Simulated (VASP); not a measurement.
# Ca (Fm-3m) in VASP: a series of runs

The runs below take Ca through single point, relaxation of cell and atoms, with LDA.

All numbers are computed with VASP 6.6.1; they aren't measurements. Logs are shortened: lines on timing, memory, paths and dates and some standing lists are left out, and cuts for length are marked.

## 1. The cell of the first run

The structure is cubic, space group Fm-3m (No. 225). Conventional cell: a = 5.338 Å, b = 5.338 Å, c = 5.338 Å, α = 90.00°, β = 90.00°, γ = 90.00°. Within 5.0 Å of Ca (site symmetry m-3m) lie 12 Ca at 3.77 Å.

## 2. Single point, LDA

File INCAR:

```
PREC = Accurate ; ENCUT = 520
EDIFF = 1E-6 ; ISMEAR = 0
SIGMA = 0.1 ; LREAL = False
LASPH = True ; NELM = 100
ALGO = Normal ; ISIF = 2
LWAVE = False ; LCHARG = True
LELF = True ; LVHAR = True
NBANDS = 11
```

File KPOINTS:

```
regular mesh
0
Gamma
  14 14 14
```

File POSCAR:

```
Ca
1.0
    0.0000000000      2.6688036288      2.6688036288
    2.6688036288      0.0000000000      2.6688036288
    2.6688036288      2.6688036288      0.0000000000
Ca
1
Direct
    0.0000000000      0.0000000000      0.0000000000
```

Potentials or basis: VASP PAW LDA potentials, release 64 (Ca_sv).

Started as:

```sh
cat potpaw_LDA.64/Ca_sv/POTCAR > POTCAR
mpirun -np 1 vasp_std > vasp.out
```

OUTCAR:

```text
PREC = Accurate
   ENCUT = 520
   EDIFF = 1E-6
   ISMEAR = 0
   LREAL = False
   LASPH = True
   NELM = 100
   ISIF = 2

 ion  position               nearest neighbor table
   1  0.000  0.000  0.000-

  LATTYP: Found a face centered cubic cell.
 ALAT       =     5.3376072576

  Lattice vectors:

 A1 = (   0.0000000000,   2.6688036288,   2.6688036288)
 A2 = (   2.6688036288,   0.0000000000,   2.6688036288)
 A3 = (   2.6688036288,   2.6688036288,   0.0000000000)

Analysis of symmetry for initial positions (statically):
=====================================================================
 Subroutine PRICEL returns:
 Original cell was already a primitive cell.

 Routine SETGRP: Setting up the symmetry group for a
 face centered cubic supercell.

 Subroutine GETGRP returns: Found 48 space group operations
 (whereof 48 operations were pure point group operations)
 out of a pool of 48 trial point group operations.

The static configuration has the point symmetry O_h .

Analysis of symmetry for dynamics (positions and initial velocities):
=====================================================================
 Subroutine PRICEL returns:
 Original cell was already a primitive cell.

 Routine SETGRP: Setting up the symmetry group for a
 face centered cubic supercell.

 Subroutine GETGRP returns: Found 48 space group operations
 (whereof 48 operations were pure point group operations)
 out of a pool of 48 trial point group operations.

The dynamic configuration has the point symmetry O_h .

 Subroutine INISYM returns: Found 48 space group operations
 (whereof 48 operations are pure point group operations),
 and found     1 'primitive' translations

----------------------------------------------------------------------------------------

                                     Primitive cell

  volume of cell :      38.0172

  direct lattice vectors                    reciprocal lattice vectors
     0.000000000  2.668803629  2.668803629    -0.187349865  0.187349865  0.187349865
     2.668803629  0.000000000  2.668803629     0.187349865 -0.187349865  0.187349865
     2.668803629  2.668803629  0.000000000     0.187349865  0.187349865 -0.187349865

  length of vectors
     3.774258287  3.774258287  3.774258287     0.324499485  0.324499485  0.324499485

  position of ions in fractional coordinates (direct lattice)
     0.000000000  0.000000000  0.000000000

  ion indices of the primitive-cell ions
   primitive index   ion index
                 1           1

----------------------------------------------------------------------------------------

 KPOINTS: regular mesh

Automatic generation of k-mesh.
 Grid dimensions read from file:
 generate k-points for:   14   14   14

 Generating k-lattice:

  Cartesian coordinates                     Fractional coordinates (reciprocal lattice)
    -0.013382133  0.013382133  0.013382133     0.071428571  0.000000000  0.000000000
     0.013382133 -0.013382133  0.013382133     0.000000000  0.071428571  0.000000000
     0.013382133  0.013382133 -0.013382133     0.000000000  0.000000000  0.071428571

  Length of vectors
     0.023178535  0.023178535  0.023178535

  Shift w.r.t. Gamma in fractional coordinates (k-lattice)
     0.000000000  0.000000000  0.000000000

 Subroutine IBZKPT returns following result:
 ===========================================

 Found    104 irreducible k-points:

 Following reciprocal coordinates:
            Coordinates               Weight
  0.000000  0.000000  0.000000      1.000000
  0.071429  0.000000  0.000000      8.000000
  0.142857  0.000000  0.000000      8.000000
  0.214286  0.000000  0.000000      8.000000
  0.285714  0.000000  0.000000      8.000000
  0.357143  0.000000  0.000000      8.000000
[... 16 lines left out ...]
  0.214286  0.142857  0.000000     24.000000
  0.285714  0.142857  0.000000     24.000000
 [... further k-points ...]
   k-points           NKPTS =    104   k-points in BZ     NKDIM =    104   number of bands    NBANDS=     11
   number of dos      NEDOS =    301   number of ions     NIONS =      1
   total plane-waves  NPLWV =  21952
   dimension x,y,z NGX =    28 NGY =   28 NGZ =   28
   dimension x,y,z NGXF=    56 NGYF=   56 NGZF=   56
   ions per type =               1
   NGX,Y,Z   is equivalent  to a cutoff of  12.33, 12.33, 12.33 a.u.
   NGXF,Y,Z  is equivalent  to a cutoff of  24.67, 24.67, 24.67 a.u.
 SYSTEM =  unknown system
   PREC   = accura    normal or accurate (medium, high low for compatibility)
   ISTART =      0    job   : 0-new  1-cont  2-samecut
   ICHARG =      2    charge: 1-file 2-atom 10-const
   ISPIN  =      1    spin polarized calculation?
   LNONCOLLINEAR =      F non collinear calculations
   LSORBIT =      F    spin-orbit coupling
   LASPH  =      T    aspherical Exc in radial PAW
   ENCUT  =  520.0 eV  38.22 Ry    6.18 a.u.   7.02  7.02  7.02*2*pi/ulx,y,z
   NELM   =    100;   NELMIN=  2; NELMDL= -5     # of ELM steps
   EDIFF  = 0.1E-05   stopping-criterion for ELM
   LREAL  =      F    real-space projection
   EDIFFG = 0.1E-04   stopping-criterion for IOM
   NSW    =      0    number of steps for IOM
   IBRION =     -1    ionic relax: 0-MD 1-quasi-New 2-CG
   NFREE  =      0    steps in history (QN), initial steepest desc. (CG)
   ISIF   =      2    stress and relaxation
   ISYM   =      2    0-nonsym 1-usesym 2-fastsym
   POTIM  = 0.5000    time-step for ionic-motion
   TEBEG  =    0.0;   TEEND  =   0.0 temperature during run
   PSTRESS=    0.0 pullay stress
   NELECT =      10.0000    total number of electrons
   NUPDOWN=      -1.0000    fix difference up-down
   EMIN   =  10.00;   EMAX   =-10.00  energy-range for DOS
   EFERMI =   0.00;   METHOD = LEGACY
   ISMEAR =     0;   SIGMA  =   0.10  broadening in eV -4-tet -1-fermi 0-gaus
   EFERMI_NEDOS =   21; number of points for ismear=-14 and -15
   IALGO  =     38    algorithm
   IMIX   =      4    mixing-type and parameters
     AMIX     =   0.40;   BMIX     =  1.00
     AMIX_MAG =   1.60;   BMIX_MAG =  1.00
  volume/ion in A,a.u.               =      38.02       256.55
  Fermi-wavevector in a.u.,A,eV,Ry     =   1.048934  1.982198 14.969984  1.100263
  Thomas-Fermi vector in A             =   2.183876
   LORBIT       =      0    0 simple, 1 ext, 2 COOP (PROOUT), +10 PAW based schemes
   GGA     = CA    functional components
   LHFCALC =     F    Hartree Fock is set to
   AEXX    =    0.0000 exact exchange contribution
   IVDW    =     0    specifies the selected vdW correction
   LEPSILON=     F    determine dielectric tensor
   LRPA    =     F    only Hartree local field effects (RPA)
 non-spin polarized calculation
 Gauss-broadening in eV      SIGMA  =   0.10
  energy-cutoff  :      520.00
  volume of cell :       38.02
 maximum number of plane-waves:      1039
   NGX = 13   NGY = 13   NGZ = 13

 number of electron      10.0000003 magnetization

 Free energy of the ion-electron system (eV)
  ---------------------------------------------------
  ext. energy  EPLUGINS =         0.00000000
  ---------------------------------------------------
  free energy    TOTEN  =        -2.20912822 eV

  energy without entropy =       -2.20225254  energy(sigma->0) =       -2.20569038

 E-fermi :   2.2199     XC(G=0):  -8.3084

 val. band max:        2.2175740799   @ k =  -0.3571   0.3571   0.0714
 cond. band min:       2.2422528898   @ k =   0.5000   0.0714   0.0000
 fundamental gap:      0.0246788099
 Fermi energy:         2.2199460578

 k-point     1 :       0.0000    0.0000    0.0000
  band No.  band energies     occupation
      1     -39.1182      2.00000
      2     -20.3084      2.00000
      3     -20.3084      2.00000
      4     -20.3084      2.00000
      5      -1.9927      2.00000
      6       4.5570      0.00000
      7       4.5570      0.00000
      8       4.5570      0.00000
      9       5.7641      0.00000
     10       5.7641      0.00000
     11      11.8730      0.00000

 k-point     2 :       0.0714    0.0000    0.0000
  band No.  band energies     occupation
      1     -39.1170      2.00000
      2     -20.3191      2.00000
      3     -20.3098      2.00000
      4     -20.3098      2.00000
      5      -1.8966      2.00000
      6       4.4555      0.00000
      7       4.5952      0.00000
      8       4.5952      0.00000
      9       5.7306      0.00000
     10       5.7306      0.00000
     11      12.0071      0.00000

 k-point     3 :       0.1429    0.0000    0.0000
  band No.  band energies     occupation
      1     -39.1138      2.00000
      2     -20.3489      2.00000
      3     -20.3138      2.00000
      4     -20.3138      2.00000
      5      -1.6141      2.00000
      6       4.1844      0.00000
      7       4.6823      0.00000
      8       4.6823      0.00000
      9       5.6701      0.00000
     10       5.6701      0.00000
     11      12.0010      0.00000

 k-point     4 :       0.2143    0.0000    0.0000
  band No.  band energies     occupation
      1     -39.1090      2.00000
      2     -20.3917      2.00000
      3     -20.3195      2.00000
      4     -20.3195      2.00000
      5      -1.1632      2.00000
      6       3.8120      0.00000
      7       4.7298      0.00000
      8       4.7298      0.00000
      9       5.6973      0.00000
     10       5.6973      0.00000
     11      10.8604      0.00000
[... 239 lines left out ...]
 k-point    22 :       0.1429    0.1429    0.0000
  band No.  band energies     occupation
      1     -39.1123      2.00000
      2     -20.3478      2.00000
      3     -20.3228      2.00000
      4     -20.3228      2.00000
      5      -1.4898      2.00000
      6       4.0822      0.00000
      7       4.7745      0.00000
      8       4.7745      0.00000
      9       5.2634      0.00000
     10       5.8985      0.00000
     11      12.5263      0.00000

 k-point    23 :       0.2143    0.1429    0.0000
  band No.  band energies     occupation
      1     -39.1087      2.00000
      2     -20.3755      2.00000
      3     -20.3300      2.00000
      4     -20.3283      2.00000
      5      -1.1590      2.00000
      6       3.8369      0.00000
      7       4.7867      0.00000
      8       4.8813      0.00000
      9       5.1594      0.00000
     10       5.9677      0.00000
     11      11.8869      0.00000

 k-point    24 :       0.2857    0.1429    0.0000
  band No.  band energies     occupation
      1     -39.1041      2.00000
      2     -20.4137      2.00000
      3     -20.3371      2.00000
      4     -20.3349      2.00000
      5      -0.6729      2.00000
      6       3.5336      0.00000
      7       4.5378      0.00000
      8       4.9219      0.00000
      9       5.4084      0.00000
     10       6.1059      0.00000
     11      10.6409      0.00000

 [... further k-points ...]

------------------------ aborting loop because EDIFF is reached ----------------------------------------

  FORCE on cell =-STRESS in cart. coord.  units (eV):
  Direction    XX          YY          ZZ          XY          YZ          ZX
  --------------------------------------------------------------------------------------
  -------------------------------------------------------------------------------------
  Total       -0.0046643     -0.0046643     -0.0046643      0.0000000     -0.0000000      0.0000000
  in kB       -0.1965689     -0.1965689     -0.1965689      0.0000000     -0.0000000      0.0000000
  external PRESSURE =      -0.1965689 kB  Pullay stress =       0.0000000 kB

 VOLUME and BASIS-vectors are now :
 -----------------------------------------------------------------------------
  energy-cutoff  :      520.00
  volume of cell :       38.02
      direct lattice vectors                 reciprocal lattice vectors
     0.000000000  2.668803629  2.668803629    -0.187349865  0.187349865  0.187349865
     2.668803629  0.000000000  2.668803629     0.187349865 -0.187349865  0.187349865
     2.668803629  2.668803629  0.000000000     0.187349865  0.187349865 -0.187349865

 POSITION                                       TOTAL-FORCE (eV/Angst)
 -----------------------------------------------------------------------------------
      0.00000      0.00000      0.00000        -0.000000      0.000000      0.000000
 -----------------------------------------------------------------------------------
    total drift:                               -0.000000     -0.000000     -0.000000

  FREE ENERGIE OF THE ION-ELECTRON SYSTEM (eV)
  ---------------------------------------------------
  free  energy   TOTEN  =        -2.2091282217 eV

  energy  without entropy=       -2.2022525418  energy(sigma->0) =       -2.20569038
```

Wall time 16 s (1 thread of Intel Xeon Platinum 8559C (Emerald Rapids), shared host); peak memory 0.16 GiB.

Results:

- Free energy: -2.2091 eV
- Pressure: 0.0 GPa
- Band gap on the k mesh: zero (band 5 reaches 2.29 eV, above the bottom of band 6 at 2.19 eV)

Levels at points of the mesh, in eV from the Fermi level:
| k point | band 2 | band 3 | band 4 | band 5 | band 6 | band 7 | band 8 | band 9 |
| --- | --- | --- | --- | --- | --- | --- | --- | --- |
| (0.00, 0.00, 0.00) | -22.53 | -22.53 | -22.53 | -4.21 | 2.34 | 2.34 | 2.34 | 3.54 |
| (0.50, 0.00, 0.00) | -22.74 | -22.56 | -22.56 | -1.09 | -0.01 | 2.22 | 2.22 | 4.33 |
| (0.50, 0.50, 0.00) | -22.73 | -22.60 | -22.60 | -0.61 | 0.42 | 1.20 | 4.32 | 4.53 |

(Continued in part 2 of 2.)
